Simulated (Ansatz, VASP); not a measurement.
CdS in VASP and in Ansatz

The input INCAR:

```
ALGO = Normal
EDIFF = 1E-6
ENCUT = 500
GGA = PE
GGA_COMPAT = False
ISIF = 2
ISMEAR = -4
LASPH = True
LCHARG = False
LREAL = False
LWAVE = False
NBANDS = 16
NELM = 120
PREC = Accurate
SIGMA = 0.1
```

File KPOINTS:

```
k-points
0
Gamma
  4 4 4
```

POSCAR

```
CdS
1.0
    0.0000000000      2.9429534649      2.9429534649
    2.9429534649      0.0000000000      2.9429534649
    2.9429534649      2.9429534649      0.0000000000
Cd S
1 1
Direct
    0.0000000000      0.0000000000      0.0000000000
    0.2500000000      0.2500000000      0.2500000000
```

Input for Ansatz:

```yaml
crystal:
  lattice:
    - [0.0, 2.9429534649, 2.9429534649]
    - [2.9429534649, 0.0, 2.9429534649]
    - [2.9429534649, 2.9429534649, 0.0]
  atoms:
    - { symbol: Cd, position: [0.0, 0.0, 0.0] }
    - { symbol: S, position: [0.25, 0.25, 0.25] }
basis:
  ecutwfc: 420
kpoints:
  mp_grid: { grid: [4, 4, 4] }
hamiltonian:
  xc: pbe
scf:
  occupations: { method: tetrahedron_uncorrected }
output:
  forces: true
  stress: true
  eigenvalues: true
```

Alike in both runs: task single point; functional PBE; k mesh 4 × 4 × 4; no spin polarisation.

|  | VASP | Ansatz |
| --- | --- | --- |
| version | VASP 6.6.1 | Ansatz 0.2.0 |
| potentials or method | VASP PAW PBE potentials, release 64 (Cd, S), cutoff 500 eV | scalar-relativistic, plane waves, PAW |
| occupations | tetrahedron | tetrahedron-uncorrected |
| valence electrons in the cell | 18 | 26 |

|  | VASP | Ansatz | Ansatz less VASP |
| --- | --- | --- | --- |
| gap on the k mesh at the Fermi level (eV) | 1.08 | 1.08 | -0.003 |
| least direct gap on the mesh (eV) | 1.08 | 1.08 | -0.003 |
| pressure (GPa) | 1.6 | 1.3 | -0.31 |

VASP's potentials hold 18 valence electrons a cell and Ansatz's 26, so a difference there can come from the potentials and not from the codes. Ansatz's warnings: band table not solved further.

The k mesh is coarse, so the values compare programs but aren't converged.
